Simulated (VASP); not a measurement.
# Sn16Se16F (a cell with a defect) in VASP: single point with PBE

Aim: the single point of Sn16Se16F (a cell with a defect) with PBE.

Everything below comes from runs of VASP 6.6.1. Logs are shortened: lines on timing, memory, paths and dates and some standing lists are left out, and cuts for length are marked.

## (1) The cell of the first run

The cell holds a defect, 33 atoms: a = 11.812 Å, b = 8.416 Å, c = 9.117 Å, α = 90.00°, β = 90.00°, γ = 90.00°.

## (2) Single point, PBE, collinear spin

INCAR reads:

```
PREC     = Accurate       # precision mode
ENCUT    = 520            # plane-wave cutoff, eV
EDIFF    = 1E-6           # SCF threshold, eV
ISMEAR   = -1             # smearing method
SIGMA    = 0.01           # smearing width, eV
LREAL    = Auto         
LASPH    = T              # aspherical terms in the spheres
NELM     = 200            # most SCF steps
ALGO     = Normal         # electronic algorithm
ISIF     = 2              # what is computed and relaxed
LWAVE    = F              # write WAVECAR
LCHARG   = F              # write CHGCAR
ISPIN    = 2              # spin polarisation
MAGMOM   = 0 0.09 0.01 0 0 0 0 0 0 0 0 0 0 0.02 0 0.04 0.17 0.08 0 0.05 0 0 0.02 0 0.01 0 0 0.02 0.06 0 0.04 0.06 0.03 # initial moments
LORBIT   = 11             # projections on sites
NUPDOWN  = 1.0            # fixed moment
GGA      = PE             # functional
NBANDS   = 190            # bands
GGA_COMPAT= F
```

KPOINTS reads:

```
Automatic mesh
0
Gamma
  1 1 1
  0.25 0.25 0.25
```

POSCAR reads:

```
Sn16Se16F
1.0
   11.8119576400      0.0000000000      0.0000000000
    0.0000000000      8.4159687000      0.0000000000
    0.0000000000      0.0000000000      9.1172328900
Sn Se F
16 16 1
Direct
    0.6235948540      0.3484906022      0.1702256615
    0.8723957801      0.1052449256      0.4269270125
    0.3722678437      0.1333398495      0.3182704703
    0.1241462292      0.3821941496      0.0734694406
    0.6181991354      0.3530013128      0.6793021605
    0.8806346346      0.1056461866      0.9197459472
    0.3511693088      0.1389779408      0.8305836970
    0.1318376723      0.3930589713      0.5424221427
    0.6196515618      0.8534848757      0.1694966026
    0.8728044338      0.6066129975      0.4258493829
    0.3823943615      0.6451161112      0.3145764767
    0.1294125874      0.8859101389      0.0637259141
    0.6211926273      0.8513286177      0.6733945567
    0.8816657084      0.6044682652      0.9226310331
    0.3840086579      0.6266954153      0.8135500200
    0.1205166022      0.8759657103      0.5534308557
    0.1324253818      0.1600060609      0.3032746924
    0.6362778490      0.0967034252      0.4693288031
    0.3617976910      0.4197674832      0.0458445018
    0.8577078676      0.3456865280      0.2168022934
    0.1166558535      0.1449236616      0.7301536640
    0.6441844131      0.0917761255      0.9584272010
    0.3629596491      0.3926588986      0.5136888633
    0.8522509398      0.3513924666      0.7166537346
    0.1453483032      0.6451786115      0.2832292463
    0.6390523256      0.5906422870      0.4630842549
    0.3666961169      0.8722413618      0.0129374780
    0.8540329476      0.8506596513      0.2195922846
    0.1450683326      0.6415421911      0.7678985592
    0.6470064686      0.5942295151      0.9680286888
    0.3544427713      0.9067921082      0.5366941987
    0.8578197881      0.8446977708      0.7138374196
    0.2104861934      0.1365731077      0.0080080218
```

Potentials or basis: VASP PAW PBE potentials, release 64 (Sn_d, Se, F).

Started as:

```console
$ cat potpaw_PBE.64/Sn_d/POTCAR potpaw_PBE.64/Se/POTCAR potpaw_PBE.64/F/POTCAR > POTCAR
$ mpirun -np 1 vasp_std > vasp.out
```

OUTCAR:

```text
PREC = Accurate
   ENCUT = 520
   EDIFF = 1E-6
   ISMEAR = -1
   LREAL = Auto
   LASPH = T
   NELM = 200
   ISIF = 2
   ISPIN = 2
   LORBIT = 11
   NUPDOWN = 1.0
   GGA = PE

 ion  position               nearest neighbor table
   1  0.624  0.348  0.170-  30 2.78  20 2.80  22 2.91   3 3.73
   2  0.872  0.105  0.427-  20 2.79  18 2.82  28 2.87  16 3.69
   3  0.372  0.133  0.318-  31 2.77  23 2.82  17 2.85   1 3.73
   4  0.124  0.382  0.073-  33 2.38  17 2.81  19 2.84  25 2.94  14 3.69
   5  0.618  0.353  0.679-  24 2.79  26 2.82  18 2.89
   6  0.881  0.106  0.920-  24 2.80  22 2.82  32 2.90  12 3.71
   7  0.351  0.139  0.831-  33 2.32  27 2.80  21 2.92  19 3.07
   8  0.132  0.393  0.542-  21 2.71  23 2.74  17 2.93  29 2.94  25 3.18  10 3.70
   9  0.620  0.853  0.169-  22 2.79  28 2.81  30 2.87  11 3.56
  10  0.873  0.607  0.426-  26 2.79  28 2.79  20 2.91   8 3.70
  11  0.382  0.645  0.315-  23 2.80  25 2.81  31 3.01  19 3.11   9 3.56
  12  0.129  0.886  0.064-  33 2.37  27 2.84  25 2.85  17 3.18   6 3.71
  13  0.621  0.851  0.673-  18 2.79  32 2.82  26 2.92  15 3.61
  14  0.882  0.604  0.923-  32 2.79  30 2.80  24 2.86   4 3.69
  15  0.384  0.627  0.814-  19 2.75  27 2.76  29 2.86  13 3.61
  16  0.121  0.876  0.553-  21 2.78  31 2.78  29 2.79  25 3.15   2 3.69
  17  0.132  0.160  0.303-   4 2.81   3 2.85   8 2.93  12 3.18
  18  0.636  0.097  0.469-  13 2.79   2 2.82   5 2.89
  19  0.362  0.420  0.046-  15 2.75   4 2.84   7 3.07  11 3.11
  20  0.858  0.346  0.217-   2 2.79   1 2.80  10 2.91
  21  0.117  0.145  0.730-   8 2.71  16 2.78   7 2.92
  22  0.644  0.092  0.958-   9 2.79   6 2.82   1 2.91
  23  0.363  0.393  0.514-   8 2.74  11 2.80   3 2.82
  24  0.852  0.351  0.717-   5 2.79   6 2.80  14 2.86
  25  0.145  0.645  0.283-  11 2.81  12 2.85   4 2.94  16 3.15   8 3.18
  26  0.639  0.591  0.463-  10 2.79   5 2.82  13 2.92
  27  0.367  0.872  0.013-  15 2.76   7 2.80  12 2.84
  28  0.854  0.851  0.220-  10 2.79   9 2.81   2 2.87
  29  0.145  0.642  0.768-  16 2.79  15 2.86   8 2.94
  30  0.647  0.594  0.968-   1 2.78  14 2.80   9 2.87
  31  0.354  0.907  0.537-   3 2.77  16 2.78  11 3.01
  32  0.858  0.845  0.714-  14 2.79  13 2.82   6 2.90
  33  0.210  0.137  0.008-   7 2.32  12 2.37   4 2.38

  LATTYP: Found a simple orthorhombic cell.
 ALAT       =     8.4159687000
 B/A-ratio  =     1.0833254275
 C/A-ratio  =     1.4035172968

  Lattice vectors:

 A1 = (   0.0000000000,   8.4159687000,   0.0000000000)
 A2 = (   0.0000000000,   0.0000000000,   9.1172328900)
 A3 = (  11.8119576400,   0.0000000000,   0.0000000000)

Analysis of symmetry for initial positions (statically):
=====================================================================
 Subroutine PRICEL returns:
 Original cell was already a primitive cell.

 Routine SETGRP: Setting up the symmetry group for a
[... 219 lines left out ...]
  free energy    TOTEN  =      -134.62126732 eV

  energy without entropy =     -134.61603124  energy(sigma->0) =     -134.61864928

 E-fermi :   4.6722     XC(G=0):  -9.4659

 val. band max:        4.7887981639   @ k =  -0.2500  -0.2500   0.2500
 cond. band min:       4.6974331295   @ k =   0.2500   0.2500   0.2500
 fundamental gap:     -0.0913650344
 Fermi energy:         5.0718071288

 spin component 1

 k-point     1 :       0.2500    0.2500    0.2500
  band No.  band energies     occupation
      1     -18.8777      1.00000
      2     -16.6107      1.00000
      3     -16.5909      1.00000
      4     -16.5802      1.00000
      5     -16.5677      1.00000
      6     -16.5531      1.00000
[... 701 lines left out ...]
    174       6.9239      0.00000
    175       6.9885      0.00000
 Fermi energy:         4.6722137288

 spin component 2

 k-point     1 :       0.2500    0.2500    0.2500
  band No.  band energies     occupation
      1     -18.8547      1.00000
      2     -16.6050      1.00000
      3     -16.5858      1.00000
      4     -16.5747      1.00000
      5     -16.5620      1.00000
      6     -16.5478      1.00000
[... 701 lines left out ...]
    174       6.9439      0.00000
    175       7.0033      0.00000
 [bands above 175 left out]

------------------------ aborting loop because EDIFF is reached ----------------------------------------

  FORCE on cell =-STRESS in cart. coord.  units (eV):
  Direction    XX          YY          ZZ          XY          YZ          ZX
  --------------------------------------------------------------------------------------
  -------------------------------------------------------------------------------------
  Total        0.5076816      2.4255633      4.8602059     -0.7113546     -3.3766105     -0.0422984
  in kB        0.8974556      4.2877964      8.5916428     -1.2574991     -5.9690127     -0.0747731
  external PRESSURE =       4.5922983 kB  Pullay stress =       0.0000000 kB

 VOLUME and BASIS-vectors are now :
 -----------------------------------------------------------------------------
  energy-cutoff  :      520.00
  volume of cell :      906.34
      direct lattice vectors                 reciprocal lattice vectors
    11.811957640  0.000000000  0.000000000     0.084659972  0.000000000  0.000000000
     0.000000000  8.415968700  0.000000000     0.000000000  0.118821735  0.000000000
     0.000000000  0.000000000  9.117232890     0.000000000  0.000000000  0.109682402

 POSITION                                       TOTAL-FORCE (eV/Angst)
 -----------------------------------------------------------------------------------
      7.36588      2.93289      1.55199         0.021499     -0.102421      0.016825
     10.30470      0.88574      3.89239         0.017176     -0.123050      0.015482
      4.39721      1.12218      2.90175        -0.059350      0.114616     -0.008086
      1.46641      3.21653      0.66984         0.102391      0.069359      0.041914
      7.30214      2.97085      6.19336         0.009863     -0.062919     -0.012166
     10.40202      0.88911      8.38554        -0.005512     -0.091744     -0.002266
[... 25 lines left out ...]
     10.13253      7.10895      6.50822        -0.085779      0.142347      0.002780
      2.48625      1.14939      0.07301         0.105447      0.068292      0.045700
 -----------------------------------------------------------------------------------
    total drift:                                0.008494     -0.017603     -0.011035

  FREE ENERGIE OF THE ION-ELECTRON SYSTEM (eV)
  ---------------------------------------------------
  free  energy   TOTEN  =      -134.6212673205 eV

  energy  without entropy=     -134.6160312401  energy(sigma->0) =     -134.61864928

 total charge

# of ion       s       p       d       tot
------------------------------------------
    1        1.355   0.718   9.986  12.059
    2        1.358   0.716   9.988  12.061
    3        1.348   0.730   9.986  12.065
    4        1.357   0.683   9.995  12.035
    5        1.356   0.718   9.986  12.061
    6        1.354   0.712   9.986  12.051
[... 25 lines left out ...]
   32        1.473   2.305   0.022   3.801
   33        1.753   4.330   0.000   6.083
--------------------------------------------------
tot         46.961  52.679 160.196 259.835

 magnetization (x)

# of ion       s       p       d       tot
------------------------------------------
    1        0.005   0.002   0.000   0.007
    2        0.007   0.002   0.000   0.009
    3        0.006   0.001   0.001   0.007
    4        0.004   0.000   0.001   0.005
    5        0.003   0.001   0.000   0.004
    6        0.006   0.001   0.000   0.008
[... 25 lines left out ...]
   32        0.001   0.015   0.000   0.016
   33        0.000   0.013   0.000   0.013
--------------------------------------------------
tot          0.170   0.485   0.013   0.668
```

Wall time 1.5 h (1 thread of Intel Xeon 8259CL, shared host); peak memory 1.6 GiB.

Results:

```yaml
Free_energy: -134.6213 eV
Pressure: 0.5 GPa
Largest_force: 0.296 eV/Å
Net_moment: 1.00 μB per cell
Site_moments: Sn +0.01, +0.00, +0.07, +0.02, +0.03 (each value once); Se +0.05, +0.01, +0.03, +0.07, +0.02 (each value once); F +0.01 μB
Valence_electrons_inside_the_program's_atomic_spheres: Sn 12.06, 12.04, 12.05, 12.01, 12.09, 12.00, 12.08 (each value once); Se 3.80, 3.81, 3.82, 3.79 (each value once); F 6.08
```

Forces on the atoms (eV/Å):
```
Sn   0.021 -0.102  0.017
Sn   0.017 -0.123  0.015
Sn  -0.059  0.115 -0.008
Sn   0.102  0.069  0.042
Sn   0.010 -0.063 -0.012
Sn  -0.006 -0.092 -0.002
Sn  -0.142  0.045  0.014
Sn  -0.117  0.075 -0.011
Sn   0.056 -0.072  0.032
Sn   0.043 -0.107 -0.034
Sn  -0.082  0.029 -0.011
Sn  -0.002 -0.013  0.026
Sn   0.034 -0.112  0.010
Sn  -0.015 -0.088  0.029
Sn  -0.065  0.071 -0.013
Sn  -0.013  0.117 -0.061
Se   0.048 -0.287 -0.056
Se   0.048  0.140  0.009
Se  -0.023 -0.181 -0.150
Se  -0.083  0.140 -0.027
Se   0.115 -0.027 -0.028
Se   0.004  0.170  0.069
Se  -0.027 -0.096  0.058
Se  -0.035  0.060 -0.013
Se   0.031  0.060 -0.083
Se   0.043  0.178  0.087
Se  -0.061 -0.069  0.055
Se   0.008  0.058 -0.054
Se   0.064 -0.083  0.103
Se   0.045  0.174  0.027
Se   0.020 -0.197 -0.079
Se  -0.086  0.142  0.003
F    0.105  0.068  0.046
```

Stress tensor (GPa, compression positive):
```
 0.09 -0.13 -0.01
-0.13  0.43 -0.60
-0.01 -0.60  0.86
```

Caveat: the k points lie up to 0.37 Å⁻¹ apart; spin-orbit coupling is left out, which moves the levels of the heavy elements; the total moment is fixed, so each spin has its own Fermi level and the state may be an excited one.
